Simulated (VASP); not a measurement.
A run of VASP 6.6.1:

The input INCAR:

```
SYSTEM = Ti3Ag
PREC = Accurate
ENCUT = 520
EDIFF = 1E-6
ISMEAR = -1
SIGMA = 0.05
LREAL = .False.
LASPH = .True.
NELM = 80
ALGO = Normal
ISIF = 2
LWAVE = .False.
LCHARG = .False.
GGA = PS
NBANDS = 32
```

The input KPOINTS:

```
Automatic mesh
0
Gamma
  7 7 7
  0 0 0
```

File POSCAR:

```
Ti3Ag
1.0
    4.1791961738      0.0000000000      0.0000000000
    0.0000000000      4.1791961738      0.0000000000
    0.0000000000      0.0000000000      4.1791961738
Ag Ti
1 3
Direct
    0.0000000000      0.0000000000      0.0000000000
    0.0000000000      0.5000000000      0.5000000000
    0.5000000000      0.0000000000      0.5000000000
    0.5000000000      0.5000000000      0.0000000000
```

Potentials or basis: VASP PAW PBE potentials, release 64 (Ag, Ti_sv).

Run with:

```bash
$ cat potpaw_PBE.64/Ag/POTCAR potpaw_PBE.64/Ti_sv/POTCAR > POTCAR
$ mpirun -np 1 vasp_std > vasp.out
```

Hardware: 1 thread of Intel(R) Xeon(R) Platinum 8259CL CPU @ 2.50GHz (Skylake/Cascade Lake), on a shared host.

Question: How long does it take, and how much memory?

Answer: Wall time 30 s on 1 thread of Intel(R) Xeon(R) Platinum 8259CL CPU @ 2.50GHz (Skylake/Cascade Lake), on a shared host, peak memory 0.19 GiB. Counts: scf iterations 14, k points 20.
